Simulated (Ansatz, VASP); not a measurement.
## One calculation of Li2BrCl, two programs

The input INCAR:

```
ALGO = Normal
EDIFF = 1E-6
ENCUT = 520
GGA = PE
ISIF = 2
ISMEAR = 0
LASPH = T
LCHARG = F
LREAL = F
LWAVE = F
NBANDS = 18
NELM = 100
PREC = Accurate
SIGMA = 0.01
```

Contents of KPOINTS:

```
k-points
0
Gamma
  6 6 6
```

POSCAR

```
Li2BrCl
1.0
    1.9059695701      1.1004120444      6.2176198141
   -1.9059695701      1.1004120444      6.2176198141
    0.0000000000     -2.2008240888      6.2176198140
Cl Br Li
1 1 2
Direct
    1.0000000000      0.0000000000      0.0000000000
    0.5000000000      0.5000000000      0.5000000000
    0.2543785645      0.2543785645      0.2543785645
    0.7456214355      0.7456214355      0.7456214355
```

Input for Ansatz:

```yaml
crystal:
  lattice:
    - [1.9059695701, 1.1004120444, 6.2176198141]
    - [-1.9059695701, 1.1004120444, 6.2176198141]
    - [0.0, -2.2008240888, 6.217619814]
  atoms:
    - { symbol: Cl, position: [1.0, 0.0, 0.0] }
    - { symbol: Br, position: [0.5, 0.5, 0.5] }
    - { symbol: Li, position: [0.2543785645, 0.2543785645, 0.2543785645] }
    - { symbol: Li, position: [0.7456214355, 0.7456214355, 0.7456214355] }
kpoints:
  mp_grid: { grid: [6, 6, 6] }
hamiltonian:
  xc: pbe
scf:
  occupations: { method: fixed }
  n_extra_bands: 5
output:
  forces: true
  stress: true
  eigenvalues: true
```

Alike in both runs: task single point; functional PBE; k mesh 6 × 6 × 6; no spin polarisation.

|  | VASP | Ansatz |
| --- | --- | --- |
| version | VASP 6.6.1 | Ansatz 0.2.0 |
| potentials or method | VASP PAW PBE potentials, release 64 (Cl, Br, Li_sv) | plane waves, PAW |
| plane-wave cutoff (eV) | 520 | 420 |
| occupations | gaussian, width 0.01 eV | fixed |
| valence electrons in the cell | 20 | 20 |

|  | VASP | Ansatz | Ansatz less VASP |
| --- | --- | --- | --- |
| gap on the k mesh at the Fermi level (eV) | 4.90 | 4.89 | -0.010 |

Noted on VASP's run: the cutoff is short for stress, so the pressure is rough.
